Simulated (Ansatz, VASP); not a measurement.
## One calculation of InH, two programs

```
In H
1.0
     3.16693    0.00000    0.00000
    -1.58347    2.74264    0.00000
     0.00000    0.00000    3.88047
In H
1 1
Direct
  0.00000 0.00000 0.50000
  0.00000 0.00000 0.00000
```

Alike in both runs: functional PBE; k mesh 6 × 6 × 6; occupations gaussian, width 0.1 eV; no spin polarisation.

Ansatz relaxed the structure, and its values are those at the end. VASP's run is a single point on that final structure, the one shown.

|  | VASP | Ansatz |
| --- | --- | --- |
| version | VASP 6.6.1 | Ansatz 0.2.0 |
| potentials or method | VASP PAW PBE potentials, release 64 (In_d, H), cutoff 520 eV | scalar-relativistic, plane waves, PAW |
| valence electrons in the cell | 14 | 14 |

|  | VASP | Ansatz | Ansatz less VASP |
| --- | --- | --- | --- |
| gap on the k mesh at the Fermi level (eV) | none | none | - |
| pressure (GPa) | 0.0 | 0.1 | +0.05 |

A gap of «none» marks a metal or a gap that the smearing closes.

The k mesh is coarse, so the values compare programs but aren't converged.
